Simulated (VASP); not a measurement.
Runs of VASP 6.6.1 on Cd. The structure is that of space group P6_3/mmc (No. 194), or close to it. The cells are those of the table. 

```csv
task,level,potentials or basis,cell,k mesh,cutoff (eV),k mesh for the DOS,occupations for the DOS,gap on the mesh (eV),pressure (GPa)
single point,PBEsol,"VASP PAW PBE potentials, release 64 (Cd)","a = 2.999, b = 2.999, c = 5.655 Å, angles 90.0, 90.0, 120.0°, 2 atoms",10 × 10 × 5,520,-,-,none,(b)
single point,LDA,"VASP PAW LDA potentials, release 64 (Cd)","a = 3.037, b = 3.037, c = 5.728 Å, angles 90.0, 90.0, 120.0°, 2 atoms",10 × 10 × 5,520,-,-,none,-6.3
single point,PBE,"VASP PAW PBE potentials, release 64 (Cd)","a = 2.979, b = 2.979, c = 5.618 Å, angles 90.0, 90.0, 120.0°, 2 atoms",6 × 6 × 3,520,-,-,none,(a)
relaxation of cell and atoms,PBEsol,"VASP PAW PBE potentials, release 64 (Cd)","relaxed to 30 GPa from a = 2.979, b = 2.979, c = 5.618 Å, angles 90.0, 90.0, 120.0°, 2 atoms",10 × 10 × 5,600,-,-,none,30.0
single point,LDA,"VASP PAW LDA potentials, release 64 (Cd)","a = 3.018, b = 3.018, c = 5.692 Å, angles 90.0, 90.0, 120.0°, 2 atoms",10 × 10 × 5,520,-,-,none,-5.7
single point,PBEsol,"VASP PAW PBE potentials, release 64 (Cd)","a = 2.910, b = 2.910, c = 5.322 Å, angles 90.0, 90.0, 120.0°, 2 atoms",10 × 10 × 5,520,-,-,none,5.5
single point,PBEsol,"VASP PAW PBE potentials, release 64 (Cd)","a = 2.979, b = 2.979, c = 5.618 Å, angles 90.0, 90.0, 120.0°, 2 atoms",10 × 10 × 5,520,-,-,none,-1.2
```

Alike in all rows: no spin polarisation; smearing fermi-dirac 0.05 eV.

Question: Estimate the missing entries.

Answer: (a) 3.5; (b) -2.3.

Caveats: some runs use coarse meshes; the PAW data sets were made with another functional, which shifts forces and pressure a little (some runs); the cell is relaxed towards a set pressure, so the enthalpy falls and the energy may rise (some runs).

A k mesh can miss the band edges, and the runs leave out spin-orbit coupling on Cd.

A gap of «none» marks levels without a gap at the run's occupations.
